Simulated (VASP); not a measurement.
Runs of VASP 6.6.1 on C. The structure is that of space group Fmmm (No. 69), or close to it. The cells are those of the table. 

```csv
cell,gap on the mesh (eV),pressure (GPa),largest force (eV/Å)
"a = 4.068, b = 3.667, c = 2.493 Å, angles 80.2, 62.6, 37.1°, 2 atoms",0.40,-14.4,0.03
"a = 3.959, b = 3.532, c = 2.530 Å, angles 79.7, 61.4, 38.9°, 2 atoms",(a),-24.9,0.04
"a = 3.984, b = 3.572, c = 2.493 Å, angles 80.0, 62.0, 38.0°, 2 atoms",0.27,-14.6,0.04
"a = 4.052, b = 3.661, c = 2.456 Å, angles 80.3, 63.0, 36.7°, 2 atoms",0.45,-3.1,0.03
"a = 3.848, b = 3.459, c = 2.382 Å, angles 80.1, 62.3, 37.6°, 2 atoms",0.29,27.0,0.04
"a = 3.865, b = 3.466, c = 2.419 Å, angles 79.9, 62.0, 38.1°, 2 atoms",0.23,11.0,0.04
"a = 3.949, b = 3.560, c = 2.419 Å, angles 80.2, 62.7, 37.1°, 2 atoms",0.38,(d),0.03
"a = 4.086, b = 3.673, c = 2.530 Å, angles 80.1, 62.3, 37.6°, 2 atoms",(b),(c),0.03
```

Alike in all rows: task single point; level LDA; potentials or basis VASP PAW LDA potentials, release 64 (C); no spin polarisation; k mesh 14 × 14 × 14; cutoff (eV) 520; smearing gaussian 0.05 eV.

Fill in the values left out.

(a) 0.14; (b) 0.34; (c) -24.1; (d) 10.4.

A k mesh can miss the band edges.
